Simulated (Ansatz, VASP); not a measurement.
## One calculation of KI, two programs

The input INCAR:

```
ALGO = Normal
EDIFF = 1E-7
ENCUT = 520
GGA = PE
ISIF = 2
ISMEAR = 0
LASPH = T
LCHARG = T
LELF = T
LREAL = F
LVHAR = T
LWAVE = F
NBANDS = 15
NELM = 60
PREC = Accurate
SIGMA = 0.05
```

Contents of KPOINTS:

```
k-points
0
Gamma
  6 6 6
```

The input POSCAR:

```
KI
1.0
    0.0000000000      3.6126637500      3.3483225000
    3.6126637500      0.0000000000      3.3483225000
    3.6126637500      3.6126637500      0.0000000000
K I
1 1
Direct
    0.0000000000      0.0000000000      0.0000000000
    0.5000000000      0.5000000000      0.5000000000
```

Input for Ansatz:

```yaml
crystal:
  lattice:
    - [0.0, 3.61266375, 3.3483225]
    - [3.61266375, 0.0, 3.3483225]
    - [3.61266375, 3.61266375, 0.0]
  atoms:
    - { symbol: K, position: [0.0, 0.0, 0.0] }
    - { symbol: I, position: [0.5, 0.5, 0.5] }
basis:
  ecutwfc: 420
kpoints:
  mp_grid: { grid: [6, 6, 6] }
hamiltonian:
  xc: pbe
scf:
  occupations: { method: gaussian, width: 0.05 }
output:
  forces: true
  stress: true
  eigenvalues: true
```

Change from the starting cell: strain +0.025 along x and y, -0.050 along z, atoms carried along.

Alike in both runs: task single point; functional PBE; k mesh 6 × 6 × 6; occupations gaussian, width 0.05 eV; no spin polarisation.

|  | VASP | Ansatz |
| --- | --- | --- |
| version | VASP 6.6.1 | Ansatz 0.2.0 |
| potentials or method | VASP PAW PBE potentials, release 64 (K_sv, I), cutoff 520 eV | scalar-relativistic, plane waves, PAW |
| valence electrons in the cell | 16 | 26 |

Ansatz gave:

- gap on the k mesh at the Fermi level (eV): 3.96
- least direct gap on the mesh (eV): 3.96
- pressure (GPa): 0.9
- traceless stress, the component that is largest in VASP (GPa): 1.66

**Question.** Estimate VASP's values.

**Answer.** gap on the k mesh at the Fermi level (eV): 3.95; least direct gap on the mesh (eV): 3.95; pressure (GPa): 1.0; traceless stress, the component that is largest in VASP (GPa): 1.67.

VASP's potentials hold 16 valence electrons a cell and Ansatz's 26, so a difference there can come from the potentials and not from the codes.

Neither program's run includes spin-orbit coupling.
